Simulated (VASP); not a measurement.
# Hf2H5 (Immm) in VASP: relaxation of cell and atoms with PBE

Aim: the relaxation of cell and atoms of Hf2H5 with PBE.

Program: VASP 6.6.1. These are calculated values, not measurements. Logs are shortened: lines on timing, memory, paths and dates and some standing lists are left out, and cuts for length are marked.

### Step 1. The cell of the first run

Symmetry: Immm, No. 71, orthorhombic system. The conventional cell has a = 4.215 Å, b = 5.231 Å, c = 8.017 Å, α = 90.00°, β = 90.00°, γ = 90.00°. Hf (site symmetry mm2) has 3 H at 1.81 to 1.87 Å within 2.4 Å. H (site symmetry m) has 1 H at 1.14 Å within 1.5 Å. H (site symmetry mmm) has 2 Hf at 1.87 Å within 2.5 Å.

The cell was built from a structure type or drawn by symmetry, and may not be a known phase.

### Step 2. Relaxation of cell and atoms, PBE

The input, INCAR:

```
SYSTEM = Hf2H5
PREC     = Accurate       ! precision mode
ENCUT    = 600            ! plane-wave cutoff, eV
EDIFF    = 1E-6           ! SCF threshold, eV
ISMEAR   = 0              ! smearing method
SIGMA    = 0.2            ! smearing width, eV
LREAL    = .FALSE.        ! projectors in reciprocal space
LASPH    = .TRUE.         ! aspherical terms in the spheres
NELM     = 100            ! most SCF steps
ALGO     = Normal         ! electronic algorithm
ISIF     = 3              ! what is computed and relaxed
LWAVE    = .FALSE.        ! write WAVECAR
LCHARG   = .FALSE.        ! write CHGCAR
GGA      = PE             ! functional
IBRION   = 2              ! ionic algorithm
NSW      = 36             ! ionic steps
EDIFFG   = -0.08          ! ionic threshold
```

The input, KPOINTS:

```
Automatic mesh
0
G
  5 5 5
  0 0 0
```

The input, POSCAR:

```
Hf2H5
1.0
   -2.1075666100      2.6156690900      4.0083357100
    2.1075666100     -2.6156690900      4.0083357100
    2.1075666100      2.6156690900     -4.0083357100
Hf H
2 5
Direct
    0.7666545900      0.7666545900      0.0000000000
    0.2333454100      0.2333454100      0.0000000000
    0.4286649800      0.6436353500      0.2149703700
    0.5713350200      0.7863053800      0.2149703700
    0.4286649800      0.2136946200      0.7850296300
    0.5713350200      0.3563646500      0.7850296300
    0.0000000000      0.0000000000      0.0000000000
```

Potentials or basis: VASP PAW PBE potentials, release 64 (Hf_pv, H).

On the command line:

```console
cat potpaw_PBE.64/Hf_pv/POTCAR potpaw_PBE.64/H/POTCAR > POTCAR
mpirun -np 1 vasp_std > vasp.out
```

OUTCAR:

```text
SYSTEM = Hf2H5
   PREC = Accurate
   ENCUT = 600
   EDIFF = 1E-6
   ISMEAR = 0
   LREAL = .FALSE.
   LASPH = .TRUE.
   NELM = 100
   ISIF = 3
   GGA = PE
   IBRION = 2
   NSW = 36
   EDIFFG = -0.08

 ion  position               nearest neighbor table
   1  0.767  0.767  0.000-   6 1.81   4 1.81   7 1.87   2 3.37   2 3.37   2 3.37   2 3.37   2 3.74

   2  0.233  0.233  0.000-   3 1.81   5 1.81   7 1.87   1 3.37   1 3.37   1 3.37   1 3.37   1 3.74

   3  0.429  0.644  0.215-   2 1.81
   4  0.571  0.786  0.215-   1 1.81
   5  0.429  0.214  0.785-   2 1.81
   6  0.571  0.356  0.785-   1 1.81
   7  0.000  0.000  0.000-   1 1.87   2 1.87

  LATTYP: Found a body centered orthorhombic cell.
 ALAT       =     4.2151332200
 B/A-ratio  =     1.2410848974
 C/A-ratio  =     1.9018785413

  Lattice vectors:

 A1 = (  -2.1075666100,   2.6156690900,   4.0083357100)
 A2 = (   2.1075666100,  -2.6156690900,   4.0083357100)
 A3 = (   2.1075666100,   2.6156690900,  -4.0083357100)

Analysis of symmetry for initial positions (statically):
=====================================================================
 Subroutine PRICEL returns:
 Original cell was already a primitive cell.

 Routine SETGRP: Setting up the symmetry group for a
 body centered orthorhombic supercell.

 Subroutine GETGRP returns: Found  8 space group operations
 (whereof  8 operations were pure point group operations)
 out of a pool of  8 trial point group operations.

The static configuration has the point symmetry D_2h.

Analysis of symmetry for dynamics (positions and initial velocities):
=====================================================================
 Subroutine PRICEL returns:
 Original cell was already a primitive cell.

 Routine SETGRP: Setting up the symmetry group for a
 body centered orthorhombic supercell.

 Subroutine GETGRP returns: Found  8 space group operations
 (whereof  8 operations were pure point group operations)
 out of a pool of  8 trial point group operations.

The dynamic configuration has the point symmetry D_2h.

 Subroutine INISYM returns: Found  8 space group operations
 (whereof  8 operations are pure point group operations),
 and found     1 'primitive' translations

----------------------------------------------------------------------------------------
[... 95 lines left out ...]
   ISTART =      0    job   : 0-new  1-cont  2-samecut
   ICHARG =      2    charge: 1-file 2-atom 10-const
   ISPIN  =      1    spin polarized calculation?
   LNONCOLLINEAR =      F non collinear calculations
   LSORBIT =      F    spin-orbit coupling
   LASPH  =      T    aspherical Exc in radial PAW
   ENCUT  =  600.0 eV  44.10 Ry    6.64 a.u.  10.45 10.45 10.45*2*pi/ulx,y,z
   NELM   =    100;   NELMIN=  2; NELMDL= -5     # of ELM steps
   EDIFF  = 0.1E-05   stopping-criterion for ELM
   LREAL  =      F    real-space projection
   EDIFFG = -.8E-01   stopping-criterion for IOM
   NSW    =     36    number of steps for IOM
   IBRION =      2    ionic relax: 0-MD 1-quasi-New 2-CG
   NFREE  =      1    steps in history (QN), initial steepest desc. (CG)
   ISIF   =      3    stress and relaxation
   ISYM   =      2    0-nonsym 1-usesym 2-fastsym
   POTIM  = 0.5000    time-step for ionic-motion
   TEBEG  =    0.0;   TEEND  =   0.0 temperature during run
   PSTRESS=    0.0 pullay stress
   NELECT =      25.0000    total number of electrons
   NUPDOWN=      -1.0000    fix difference up-down
   EMIN   =  10.00;   EMAX   =-10.00  energy-range for DOS
   EFERMI =   0.00;   METHOD = LEGACY
   ISMEAR =     0;   SIGMA  =   0.20  broadening in eV -4-tet -1-fermi 0-gaus
   EFERMI_NEDOS =   21; number of points for ismear=-14 and -15
   IALGO  =     38    algorithm
   IMIX   =      4    mixing-type and parameters
     AMIX     =   0.40;   BMIX     =  1.00
     AMIX_MAG =   1.60;   BMIX_MAG =  1.00
  volume/ion in A,a.u.               =      12.63        85.21
  Fermi-wavevector in a.u.,A,eV,Ry     =   1.074630  2.030755 15.712397  1.154829
  Thomas-Fermi vector in A             =   2.210463
   LORBIT       =      0    0 simple, 1 ext, 2 COOP (PROOUT), +10 PAW based schemes
   GGA     = PE    functional components
   LHFCALC =     F    Hartree Fock is set to
   AEXX    =    0.0000 exact exchange contribution
   IVDW    =     0    specifies the selected vdW correction
   LEPSILON=     F    determine dielectric tensor
   LRPA    =     F    only Hartree local field effects (RPA)
 conjugate gradient relaxation of ions
 non-spin polarized calculation
 Gauss-broadening in eV      SIGMA  =   0.20
  energy-cutoff  :      600.00
  volume of cell :       88.39
 maximum number of plane-waves:      2972
 NGX is ok and might be reduce to    42
   NGX = 21   NGY = 21   NGZ = 21

--------------------------------------- Ionic step        1  -------------------------------------------

 number of electron      24.9999999 magnetization

 Free energy of the ion-electron system (eV)
  ---------------------------------------------------
  ext. energy  EPLUGINS =         0.00000000
  ---------------------------------------------------
  free energy    TOTEN  =       -31.07830728 eV

  energy without entropy =      -30.98193071  energy(sigma->0) =      -31.03011900

------------------------ aborting loop because EDIFF is reached ----------------------------------------

  FORCE on cell =-STRESS in cart. coord.  units (eV):
  Direction    XX          YY          ZZ          XY          YZ          ZX
  --------------------------------------------------------------------------------------
  -------------------------------------------------------------------------------------
  Total        0.7866874     -6.4396871      6.1184638     -0.0000000      0.0000000      0.0000000
  in kB       14.2601657   -116.7312559    110.9084895     -0.0000000      0.0000000      0.0000000
  external PRESSURE =       2.8124664 kB  Pullay stress =       0.0000000 kB
[... 1025 lines left out ...]
      5     -26.7001      2.00000
      6     -26.5293      2.00000
[... 8 lines left out ...]
     15       5.7296      0.00000
     16       6.5575      0.00000

 [... further k-points ...]

[... ionic steps 4 to 33 ...]

--------------------------------------- Ionic step       34  -------------------------------------------

 number of electron      24.9999999 magnetization

------------------------ aborting loop because EDIFF is reached ----------------------------------------
[... 77 lines left out ...]
--------------------------------------- Ionic step       36  -------------------------------------------

 number of electron      24.9999999 magnetization

 Free energy of the ion-electron system (eV)
  ---------------------------------------------------
  ext. energy  EPLUGINS =         0.00000000
  ---------------------------------------------------
  free energy    TOTEN  =       -38.81979346 eV

  energy without entropy =      -38.79546886  energy(sigma->0) =      -38.80763116

 E-fermi :   2.4066     XC(G=0):  -9.3091

 val. band max:        2.3339104436   @ k =  -0.2000   0.2000  -0.0000
 cond. band min:       2.4528451269   @ k =  -0.2000   0.4000   0.0000
 fundamental gap:      0.1189346833
 Fermi energy:         2.4066439154
[... 490 lines left out ...]
  FREE ENERGIE OF THE ION-ELECTRON SYSTEM (eV)
  ---------------------------------------------------
  free  energy   TOTEN  =       -38.8197934602 eV

  energy  without entropy=      -38.7954688577  energy(sigma->0) =      -38.80763116

 reached required accuracy - stopping structural energy minimisation
```

Wall time 16 min (1 thread of AMD EPYC 9R45 (Zen 5), shared host); peak memory 0.27 GiB.

What came out:

* Free energy: -38.8198 eV
* Relaxed volume: 11.26 Å³/atom
* Relaxed cell: a = 5.874 Å, b = 5.874 Å, c = 5.874 Å, α = 132.21°, β = 148.04°, γ = 58.65°
* Space group after relaxing (to 0.1 Å): Immm (No. 71)
* Energy gained by relaxing: 1105.9 meV/atom
* Ionic steps: 36
* Pressure after relaxing: 0.3 GPa
* Largest force after relaxing: 0.041 eV/Å
* Band gap on the k mesh: zero (an odd number of electrons rules out a gap without spin polarisation)

Forces on the atoms (eV/Å):
```
Hf   0.000  0.000  0.041
Hf   0.000  0.000 -0.041
H   -0.020  0.000 -0.028
H   -0.020  0.000  0.028
H    0.020  0.000 -0.028
H    0.020  0.000  0.028
H    0.000  0.000  0.000
```

Step by step:
```tsv
step	energy change (eV)	largest force (eV/Å)	pressure (GPa)	volume (Å³)
1	0.0000	2.3727	0.28	88.39
2	-1.2393	0.9147	-6.91	88.50
3	-1.4885	1.0878	-8.18	88.43
4	-1.5993	2.1481	-7.65	88.04
5	-2.4170	0.9719	-3.01	78.17
6	-2.4192	1.0154	-2.77	77.87
7	-2.6380	0.5289	-3.16	74.28
8	-2.6966	0.8195	-2.85	72.26
9	-2.7836	1.3911	-0.98	68.28
10	-2.9805	1.2175	0.16	66.89
11	-3.5563	1.3970	6.76	62.75
12	-3.5173	3.3394	37.87	54.64
13	-3.8340	1.6203	16.73	59.28
14	-3.8417	1.5626	24.08	57.36
15	-3.8577	1.5909	21.51	57.98
16	-3.9387	1.5598	23.15	57.69
17	-4.1031	2.3492	29.04	56.79
18	-3.9347	4.4611	42.78	54.89
19	-4.1276	2.9520	32.85	56.22
20	-4.4677	2.7347	31.27	56.92
21	-5.3204	2.1180	27.23	58.96
22	-6.3205	0.6534	21.93	62.89
23	-5.3859	3.4431	19.83	70.03
24	-6.4862	1.0114	20.61	65.11
25	-6.9248	0.7469	12.74	68.28
26	-7.2935	0.7039	1.31	74.60
27	-7.3055	0.7395	-0.52	75.93
28	-7.3768	0.6952	-0.47	76.17
29	-7.5124	0.5608	-0.04	76.88
30	-7.4610	2.0770	2.05	78.18
31	-7.5399	1.1418	0.62	77.41
32	-7.6099	0.9160	0.31	77.87
33	-7.7268	0.2568	-0.51	79.25
34	-7.7348	0.1321	-0.76	79.71
35	-7.7400	0.0813	-0.22	79.24
36	-7.7415	0.0414	0.29	78.82
```

Final structure:
```
Hf H
1.0
    -2.37929    1.61725    5.12080
     2.37929   -1.61725    5.12080
     2.37929    1.61725   -5.12080
Hf H
2 5
Cartesian
  0.0000 0.0000 8.3194
  0.0000 0.0000 1.9222
  1.1980 0.0000 3.5040
  1.1980 0.0000 6.7376
  1.1813 1.6172 -1.6168
  1.1813 1.6172 1.6168
  0.0000 0.0000 0.0000
```

Caveat: spin-orbit coupling is left out, which moves the levels of the heavy elements; the relaxation stopped at a loose force limit of 0.08 eV/Å, so its end isn't a converged minimum.
